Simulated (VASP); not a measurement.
Set up this calculation in VASP 6.6.1, as the native input.

```yaml
Task: single point
Functional: HSE06
Potentials_or_basis: VASP PAW PBE potentials, release 64 (C)
Cutoff: 520 eV
k_mesh: 7 × 7 × 7
Occupations: methfessel-paxton, width 0.1 eV
Spin: no spin polarisation
Dipole_correction: no
Grid_for_exact_exchange_PRECFOCK: Normal
Further_INCAR_settings: ALGO = Normal; EDIFF = 1e-06; NBANDS = 11
Screening_parameter: 0.2079 1/Å
```

C:

```xyz
2
Lattice="0.0000 1.7834 1.7834 1.7834 0.0000 1.7834 1.7834 1.7834 0.0000" Properties=species:S:1:pos:R:3 pbc="T T T"
C     2.6751    2.6751    2.6751
C     1.7834    1.7834    1.7834
```

One way to write it, as run:

POSCAR

```
C
1.0
    0.0000000000      1.7833700000      1.7833700000
    1.7833700000      0.0000000000      1.7833700000
    1.7833700000      1.7833700000      0.0000000000
C
2
Direct
    0.7500000000      0.7500000000      0.7500000000
    0.5000000000      0.5000000000      0.5000000000
```

INCAR.step1

```
  PREC = Accurate
  ENCUT = 520
  EDIFF = 1E-5
  ISMEAR = 1
  SIGMA = 0.1
  LREAL = F
  LASPH = T
  NELM = 60
  ALGO = Normal
  ISIF = 2
  LWAVE = T
  LCHARG = F
  NBANDS = 11
  GGA = PE
```

INCAR.step2

```
  PREC = Accurate
  ENCUT = 520
  EDIFF = 1E-6
  ISMEAR = 1
  SIGMA = 0.1
  LREAL = F
  LASPH = T
  NELM = 60
  ALGO = Normal
  ISIF = 2
  LWAVE = F
  LCHARG = F
  GGA = PE
  LHFCALC = T
  HFSCREEN = 0.2079
  PRECFOCK = Normal
  NBANDS = 11
  ISTART = 1
```

KPOINTS

```
regular mesh
0
Gamma
  7 7 7
```

Potentials or basis: VASP PAW PBE potentials, release 64 (C).

The run is started by

```sh
$ cat potpaw_PBE.64/C/POTCAR > POTCAR
$ cp INCAR.step1 INCAR
$ mpirun -np 1 vasp_std > vasp.out
$ cp INCAR.step2 INCAR
$ mpirun -np 1 vasp_std > vasp.out
```

It gave:

The pressure is -7.3 GPa and the band gap on the k mesh is 5.40 eV, indirect (least direct gap 6.97 eV).

Caveat: the k points lie up to 0.44 Å⁻¹ apart; the PAW data sets were made with another functional, which shifts forces and pressure a little.

Run time: 4.4 min on 1 thread of Intel(R) Xeon(R) Platinum 8259CL CPU @ 2.50GHz (Skylake/Cascade Lake) (shared host), peak memory 0.22 GiB.
